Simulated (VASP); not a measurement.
# Te (P-1) in VASP: a series of runs

Te is run at these levels: LDA; tasks: single point.

All numbers are computed with VASP 6.6.1; they aren't measurements. Logs are shortened: lines on timing, memory, paths and dates and some standing lists are left out, and cuts for length are marked.

## (1) The cell of the first run

The typed cell holds 2 atoms: a = 5.112 Å, b = 5.112 Å, c = 5.112 Å, α = 109.29°, β = 81.38°, γ = 145.05°.

## (2) Single point, LDA

The input, INCAR:

```
ALGO     = Normal         # electronic algorithm
EDIFF    = 1E-6           # SCF threshold, eV
ENCUT    = 520            # plane-wave cutoff, eV
GGA      = CA             # functional
ISIF     = 2              # what is computed and relaxed
ISMEAR   = 1              # smearing method
LASPH    = T              # aspherical terms in the spheres
LCHARG   = T              # write CHGCAR
LELF     = T              # ELF
LREAL    = F              # projectors in reciprocal space
LVHAR    = T            
LWAVE    = F              # write WAVECAR
NBANDS   = 13             # bands
NELM     = 80             # most SCF steps
PREC     = Accurate       # precision mode
SIGMA    = 0.05           # smearing width, eV
```

The input, KPOINTS:

```
k-points
0
Gamma
  11 11 7
```

The input, POSCAR:

```
Te
1.0
   -2.9577914636      3.8759656627      1.5351528885
    2.9577914636     -3.8759656627      1.5351528885
    2.9577914636      3.8759656627     -1.5351528885
Te
2
Direct
    0.0072360000      0.7399050000      0.2566560000
    0.9837460000      0.2422910000      0.7595560000
```

Potentials or basis: VASP PAW LDA potentials, release 64 (Te).

Run with:

```sh
$ cat potpaw_LDA.64/Te/POTCAR > POTCAR
$ mpirun -np 1 vasp_std > vasp.out
```

OUTCAR:

```text
EDIFF = 1E-6
   ENCUT = 520
   GGA = CA
   ISIF = 2
   ISMEAR = 1
   LASPH = T
   LREAL = F
   NELM = 80
   PREC = Accurate

 ion  position               nearest neighbor table
   1  0.007  0.740  0.257-   2 2.87   2 3.04
   2  0.984  0.242  0.760-   1 2.87   1 3.04

  LATTYP: Found a body centered orthorhombic cell.
 ALAT       =     3.0703057770
 B/A-ratio  =     1.9267080730
 C/A-ratio  =     2.5248075887

  Lattice vectors:

 A1 = (   2.9577914636,  -3.8759656627,   1.5351528885)
 A2 = (  -2.9577914636,  -3.8759656627,  -1.5351528885)
 A3 = (   2.9577914636,   3.8759656627,  -1.5351528885)

Analysis of symmetry for initial positions (statically):
=====================================================================
 Subroutine PRICEL returns:
 Original cell was already a primitive cell.

 Routine SETGRP: Setting up the symmetry group for a
 body centered orthorhombic supercell.

 Subroutine GETGRP returns: Found  2 space group operations
 (whereof  1 operations were pure point group operations)
 out of a pool of  8 trial point group operations.

The static configuration has the point symmetry C_1 .
 The point group associated with its full space group is S_2 .

Analysis of symmetry for dynamics (positions and initial velocities):
=====================================================================
 Subroutine PRICEL returns:
 Original cell was already a primitive cell.

 Routine SETGRP: Setting up the symmetry group for a
 body centered orthorhombic supercell.

 Subroutine GETGRP returns: Found  2 space group operations
 (whereof  1 operations were pure point group operations)
 out of a pool of  8 trial point group operations.

The dynamic configuration has the point symmetry C_1 .
 The point group associated with its full space group is S_2 .

 Subroutine INISYM returns: Found  2 space group operations
 (whereof  1 operations are pure point group operations),
 and found     1 'primitive' translations

----------------------------------------------------------------------------------------

                                     Primitive cell

  volume of cell :      70.3978

  direct lattice vectors                    reciprocal lattice vectors
    -2.957791464  3.875965663  1.535152889     0.000000000  0.129000111  0.325700459
     2.957791464 -3.875965663  1.535152889     0.169045048  0.000000000  0.325700459
     2.957791464  3.875965663 -1.535152889     0.169045048  0.129000111  0.000000000

  length of vectors
     5.111588261  5.111588261  5.111588261     0.350316739  0.366956424  0.212643497

  position of ions in fractional coordinates (direct lattice)
     0.007236000  0.739905000  0.256656000
     0.983746000  0.242291000  0.759556000

  ion indices of the primitive-cell ions
   primitive index   ion index
                 1           1
                 2           2

----------------------------------------------------------------------------------------

 KPOINTS: k-points

Automatic generation of k-mesh.
 Grid dimensions read from file:
 generate k-points for:   11   11    7

 Generating k-lattice:

  Cartesian coordinates                     Fractional coordinates (reciprocal lattice)
     0.000000000  0.011727283  0.029609133     0.090909091  0.000000000  0.000000000
     0.015367732  0.000000000  0.029609133     0.000000000  0.090909091  0.000000000
     0.024149293  0.018428587  0.000000000     0.000000000  0.000000000  0.142857143

  Length of vectors
     0.031846976  0.033359675  0.030377642

  Shift w.r.t. Gamma in fractional coordinates (k-lattice)
     0.000000000  0.000000000  0.000000000

 -----------------------------------------------------------------------------
|                                                                             |
|           W    W    AA    RRRRR   N    N  II  N    N   GGGG   !!!           |
|           W    W   A  A   R    R  NN   N  II  NN   N  G    G  !!!           |
|           W    W  A    A  R    R  N N  N  II  N N  N  G       !!!           |
|           W WW W  AAAAAA  RRRRR   N  N N  II  N  N N  G  GGG   !            |
|           WW  WW  A    A  R   R   N   NN  II  N   NN  G    G                |
|           W    W  A    A  R    R  N    N  II  N    N   GGGG   !!!           |
|                                                                             |
|     Your reciprocal lattice and k-lattice belong to different lattice       |
|     classes:                                                                |
|                                                                             |
|        The reciprocal lattice is face-centered orthorhombic,                |
|        whereas your k-lattice is triclinic.                                 |
|                                                                             |
|     Results are often still useful ...                                      |
|                                                                             |
 -----------------------------------------------------------------------------

 WARNING: IBZKPT: internal override: KBLOWUP is changed to .FALSE.
      ... skipping the blow-up phase ...

 Subroutine IBZKPT returns following result:
 ===========================================

 Found    424 irreducible k-points:

 Following reciprocal coordinates:
            Coordinates               Weight
  0.000000  0.000000  0.000000      1.000000
  0.090909  0.000000 -0.000000      2.000000
  0.181818  0.000000  0.000000      2.000000
  0.272727  0.000000 -0.000000      2.000000
  0.363636  0.000000  0.000000      2.000000
  0.454545  0.000000 -0.000000      2.000000
[... 16 lines left out ...]
  0.454545  0.181818  0.000000      2.000000
 -0.454545  0.181818 -0.000000      2.000000
 [... further k-points ...]
   k-points           NKPTS =    424   k-points in BZ     NKDIM =    424   number of bands    NBANDS=     13
   number of dos      NEDOS =    301   number of ions     NIONS =      2
   total plane-waves  NPLWV =  64000
   dimension x,y,z NGX =    40 NGY =   40 NGZ =   40
   dimension x,y,z NGXF=    80 NGYF=   80 NGZF=   80
   ions per type =               2
   NGX,Y,Z   is equivalent  to a cutoff of  13.01, 13.01, 13.01 a.u.
   NGXF,Y,Z  is equivalent  to a cutoff of  26.02, 26.02, 26.02 a.u.
 SYSTEM =  unknown system
   PREC   = accura    normal or accurate (medium, high low for compatibility)
   ISTART =      0    job   : 0-new  1-cont  2-samecut
   ICHARG =      2    charge: 1-file 2-atom 10-const
   ISPIN  =      1    spin polarized calculation?
   LNONCOLLINEAR =      F non collinear calculations
   LSORBIT =      F    spin-orbit coupling
   LASPH  =      T    aspherical Exc in radial PAW
   ENCUT  =  520.0 eV  38.22 Ry    6.18 a.u.   9.50  9.50  9.50*2*pi/ulx,y,z
   NELM   =     80;   NELMIN=  2; NELMDL= -5     # of ELM steps
   EDIFF  = 0.1E-05   stopping-criterion for ELM
   LREAL  =      F    real-space projection
   EDIFFG = 0.1E-04   stopping-criterion for IOM
   NSW    =      0    number of steps for IOM
   IBRION =     -1    ionic relax: 0-MD 1-quasi-New 2-CG
   NFREE  =      0    steps in history (QN), initial steepest desc. (CG)
   ISIF   =      2    stress and relaxation
   ISYM   =      2    0-nonsym 1-usesym 2-fastsym
   POTIM  = 0.5000    time-step for ionic-motion
   TEBEG  =    0.0;   TEEND  =   0.0 temperature during run
   PSTRESS=    0.0 pullay stress
   NELECT =      12.0000    total number of electrons
   NUPDOWN=      -1.0000    fix difference up-down
   EMIN   =  10.00;   EMAX   =-10.00  energy-range for DOS
   EFERMI =   0.00;   METHOD = LEGACY
   ISMEAR =     1;   SIGMA  =   0.05  broadening in eV -4-tet -1-fermi 0-gaus
   EFERMI_NEDOS =   21; number of points for ismear=-14 and -15
   IALGO  =     38    algorithm
   IMIX   =      4    mixing-type and parameters
     AMIX     =   0.40;   BMIX     =  1.00
     AMIX_MAG =   1.60;   BMIX_MAG =  1.00
  volume/ion in A,a.u.               =      35.20       237.53
  Fermi-wavevector in a.u.,A,eV,Ry     =   0.907714  1.715330 11.210440  0.823944
  Thomas-Fermi vector in A             =   2.031554
   LORBIT       =      0    0 simple, 1 ext, 2 COOP (PROOUT), +10 PAW based schemes
   GGA     = CA    functional components
   LHFCALC =     F    Hartree Fock is set to
   AEXX    =    0.0000 exact exchange contribution
   IVDW    =     0    specifies the selected vdW correction
   LEPSILON=     F    determine dielectric tensor
   LRPA    =     F    only Hartree local field effects (RPA)
 non-spin polarized calculation
 Methfessel and Paxton  Order N= 1 SIGMA  =   0.05
  energy-cutoff  :      520.00
  volume of cell :       70.40
 maximum number of plane-waves:      1921
 NGX is ok and might be reduce to    40
   NGX = 19   NGY = 19   NGZ = 19

 number of electron      12.0000001 magnetization

 Free energy of the ion-electron system (eV)
  ---------------------------------------------------
  ext. energy  EPLUGINS =         0.00000000
  ---------------------------------------------------
  free energy    TOTEN  =        -7.24005123 eV

  energy without entropy =       -7.24012225  energy(sigma->0) =       -7.24007490

 E-fermi :   4.9951     XC(G=0):  -9.1235

 val. band max:        4.9944626992   @ k =   0.0000   0.3636   0.1429
 cond. band min:       4.9964044572   @ k =  -0.2727   0.3636   0.0000
 fundamental gap:      0.0019417581
 Fermi energy:         4.9951216859

 k-point     1 :       0.0000    0.0000    0.0000
  band No.  band energies     occupation
      1      -8.2959      2.00000
      2      -5.1812      2.00000
      3      -0.4672      2.00000
      4       2.9427      2.00000
      5       3.4518      2.00000
      6       7.8378      0.00000
      7       7.8879      0.00000
      8       8.7347      0.00000
      9       8.8430      0.00000
     10       9.5861      0.00000
     11      12.7300      0.00000
     12      14.3836      0.00000
     13      15.5407      0.00000
[... 353 lines left out ...]
 k-point    24 :      -0.4545    0.1818   -0.0000
  band No.  band energies     occupation
      1      -7.0336      2.00000
      2      -4.7595      2.00000
      3       0.8603      2.00000
      4       2.3422      2.00000
      5       3.0949      2.00000
      6       4.1709      2.00000
      7       4.6945      2.00000
      8       8.2286      0.00000
      9      10.3867      0.00000
     10      11.1189      0.00000
     11      11.5324      0.00000
     12      13.9183      0.00000
     13      14.0829      0.00000

 [... further k-points ...]

------------------------ aborting loop because EDIFF is reached ----------------------------------------

  FORCE on cell =-STRESS in cart. coord.  units (eV):
  Direction    XX          YY          ZZ          XY          YZ          ZX
  --------------------------------------------------------------------------------------
  -------------------------------------------------------------------------------------
  Total       -0.8810514     -0.9061222     -1.0345538      0.0390777     -0.0513489     -0.0392283
  in kB      -20.0517703    -20.6223538    -23.5453176      0.8893665     -1.1686445     -0.8927932
  external PRESSURE =     -21.4064805 kB  Pullay stress =       0.0000000 kB

 VOLUME and BASIS-vectors are now :
 -----------------------------------------------------------------------------
  energy-cutoff  :      520.00
  volume of cell :       70.40
      direct lattice vectors                 reciprocal lattice vectors
    -2.957791464  3.875965663  1.535152889     0.000000000  0.129000111  0.325700459
     2.957791464 -3.875965663  1.535152889     0.169045048  0.000000000  0.325700459
     2.957791464  3.875965663 -1.535152889     0.169045048  0.129000111  0.000000000

 POSITION                                       TOTAL-FORCE (eV/Angst)
 -----------------------------------------------------------------------------------
      2.92622     -1.84501      0.75297         0.016700     -0.030274     -0.013248
      0.05354      5.81787      0.71612        -0.016700      0.030274      0.013248
 -----------------------------------------------------------------------------------
    total drift:                               -0.000002      0.000000      0.000000

  FREE ENERGIE OF THE ION-ELECTRON SYSTEM (eV)
  ---------------------------------------------------
  free  energy   TOTEN  =        -7.2400512265 eV

  energy  without entropy=       -7.2401222473  energy(sigma->0) =       -7.24007490
```

Run time: 11 min. Hardware: 1 thread of Intel Xeon 8259CL, shared host; peak memory 0.45 GiB.

What came out:

```yaml
Free_energy: -7.2401 eV
Pressure: -2.1 GPa
Largest_force: 0.037 eV/Å
Band_gap_on_the_k_mesh: zero (bands 6 and 7 overlap by 4.01 eV)
```

Forces in eV/Å, atoms in the order of the input:
```
Te   0.017 -0.030 -0.013
Te  -0.017  0.030  0.013
```

Stress tensor (GPa, compression positive):
```
-2.01  0.09 -0.09
 0.09 -2.06 -0.12
-0.09 -0.12 -2.35
```

Levels at points of the mesh, in eV from the Fermi level:
| k point | band 4 | band 5 | band 6 | band 7 | band 8 | band 9 |
| --- | --- | --- | --- | --- | --- | --- |
| (0.00, 0.00, 0.00) | -2.05 | -1.54 | 2.84 | 2.89 | 3.74 | 3.85 |

Caveat: spin-orbit coupling is left out, which moves the levels of the heavy elements.

## (3) Single point, LDA

The input, INCAR:

```
PREC = Accurate
ENCUT = 520
EDIFF = 1E-7
ISMEAR = 1
SIGMA = 0.05
LREAL = False
LASPH = True
NELM = 60
ALGO = Normal
ISIF = 2
LWAVE = False
LCHARG = True
GGA = CA
LELF = True
LVHAR = True
NBANDS = 13
```

The input, KPOINTS:

```
regular mesh
0
Gamma
  13 13 8
```

POSCAR is that of step 2.

Potentials or basis: VASP PAW LDA potentials, release 64 (Te).

Run with:

```sh
$ cat potpaw_LDA.64/Te/POTCAR > POTCAR
$ mpirun -np 1 vasp_std > vasp.out
```

It took 17 min on 1 thread of Intel Xeon 8259CL, shared host; peak memory 0.61 GiB.

It converged, with:

```
Free energy            : -7.2122 eV
Pressure               : -2.1 GPa
Largest force          : 0.138 eV/Å
Band gap on the k mesh : zero (bands 6 and 7 overlap by 3.79 eV)
```

Forces on the atoms (eV/Å):
```
Te   0.135 -0.025 -0.019
Te  -0.135  0.025  0.019
```

Stress tensor (GPa, compression positive):
```
-0.84  0.06  0.01
 0.06 -2.04  0.10
 0.01  0.10 -3.50
```

Levels at points of the mesh, in eV from the Fermi level:
| k point | band 4 | band 5 | band 6 | band 7 | band 8 | band 9 |
| --- | --- | --- | --- | --- | --- | --- |
| (0.00, 0.00, 0.00) | -2.13 | -1.63 | 2.72 | 2.81 | 3.64 | 3.77 |
| (0.00, 0.00, 0.50) | -2.31 | -2.08 | -1.53 | 3.22 | 3.62 | 6.72 |

Caveat: spin-orbit coupling is left out, which moves the levels of the heavy elements.

## (4) Single point, LDA

The input, INCAR:

```
SYSTEM = Te
PREC = Accurate
ENCUT = 520
EDIFF = 1E-7
ISMEAR = 1
SIGMA = 0.05
LREAL = .False.
LASPH = .True.
NELM = 60
ALGO = Normal
ISIF = 2
LWAVE = .False.
LCHARG = .True.
GGA = CA
LELF = .True.
LVHAR = .True.
NBANDS = 13
```

The input, KPOINTS:

```
regular mesh
0
Gamma
  15 16 9
  0 0 0
```

POSCAR is that of step 3.

Run with:

```sh
$ cat potpaw_LDA.64/Te/POTCAR > POTCAR
$ mpirun -np 1 vasp_std > vasp.out
```

Wall time 27 min (1 thread of Intel Xeon 8259CL, shared host); peak memory 0.86 GiB.

The run converged. Its results:

| Quantity | Value |
| --- | --- |
| Free energy | -7.2328 eV |
| Pressure | -2.1 GPa |
| Largest force | 0.073 eV/Å |
| Band gap on the k mesh | zero (bands 6 and 7 overlap by 3.87 eV) |

Forces on the atoms (eV/Å):
```
Te   0.065 -0.031 -0.014
Te  -0.065  0.031  0.014
```

Stress tensor (GPa, compression positive):
```
-1.30  0.05 -0.06
 0.05 -1.86 -0.13
-0.06 -0.13 -3.15
```

Levels at points of the mesh, in eV from the Fermi level:
```csv
k point,band 4,band 5,band 6,band 7,band 8,band 9
"(0.00, 0.00, 0.00)",-2.10,-1.60,2.77,2.84,3.68,3.80
"(0.00, 0.50, 0.00)",-4.56,-0.79,-0.51,-0.16,0.46,5.93
```

Caveat: spin-orbit coupling is left out, which moves the levels of the heavy elements.

## (5) The runs side by side

```tsv
k mesh	gap on the mesh (eV)	pressure (GPa)	largest force (eV/Å)
11 × 11 × 7	none	-2.1	0.04
13 × 13 × 8	none	-2.1	0.14
15 × 16 × 9	none	-2.1	0.07
```

Alike in all rows: task single point; level LDA; potentials or basis VASP PAW LDA potentials, release 64 (Te); no spin polarisation; cell as given; cutoff (eV) 520; smearing methfessel-paxton 0.05 eV.

Caveats: spin-orbit coupling is left out, which moves the levels of the heavy elements.

Absolute energies hang on the potentials; compare differences alone.
